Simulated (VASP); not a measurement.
Wanted: the native input for a VASP 6.6.1 run.

```
Task                   : single point
Functional             : PBE
Potentials or basis    : VASP PAW PBE potentials, release 64 (Cd, Bi_d, O)
Cutoff                 : 600 eV
k mesh                 : 4 × 4 × 4
Occupations            : gaussian, width 0.1 eV
Spin                   : no spin polarisation
Dipole correction      : no
Further INCAR settings : ALGO = Normal; EDIFF = 1e-06; NBANDS = 40
```

The structure of CdBi3O lies in POSCAR:

```
CdBi3O
1.0
    4.5272872900      0.0000000000      0.0000000000
    0.0000000000      4.5272872900      0.0000000000
    0.0000000000      0.0000000000      7.4219264700
Cd Bi O
1 3 1
Direct
    0.0000000000      0.0000000000      0.5000000000
    0.0000000000      0.0000000000      0.7836682200
    0.0000000000      0.0000000000      0.2163317800
    0.5000000000      0.5000000000      0.0000000000
    0.0000000000      0.0000000000      0.0000000000
```

The cell was built from a structure type or drawn by symmetry, and may not be a known phase.

The input as run:

INCAR

```
ALGO = Normal ; EDIFF = 1E-6
ENCUT = 600 ; GGA = PE
GGA_COMPAT = False ; ISIF = 2
ISMEAR = 0 ; LASPH = True
LCHARG = False ; LREAL = False
LWAVE = False ; NBANDS = 40
NELM = 120 ; PREC = Accurate
SIGMA = 0.1
```

KPOINTS

```
k-points
0
Gamma
  4 4 4
```

Potentials or basis: VASP PAW PBE potentials, release 64 (Cd, Bi_d, O).

The run is started by

```console
$ cat potpaw_PBE.64/Cd/POTCAR potpaw_PBE.64/Bi_d/POTCAR potpaw_PBE.64/O/POTCAR > POTCAR
$ mpirun -np 1 vasp_std > vasp.out
```

Results of the run:

| Property | Result |
| --- | --- |
| Pressure | 48.3 GPa |
| Largest force | 8.024 eV/Å |
| Band gap on the k mesh | zero (an odd number of electrons rules out a gap without spin polarisation) |

Caveat: the cell stands under pressure; spin-orbit coupling is left out, which moves the levels of the heavy elements; an odd number of electrons without spin polarisation forces a metal; a magnetic or distorted state may lie lower.

Wall time 87 s on 1 thread of Intel(R) Xeon(R) 6975P-C (Granite Rapids), with other jobs on the host, peak memory 0.33 GiB.
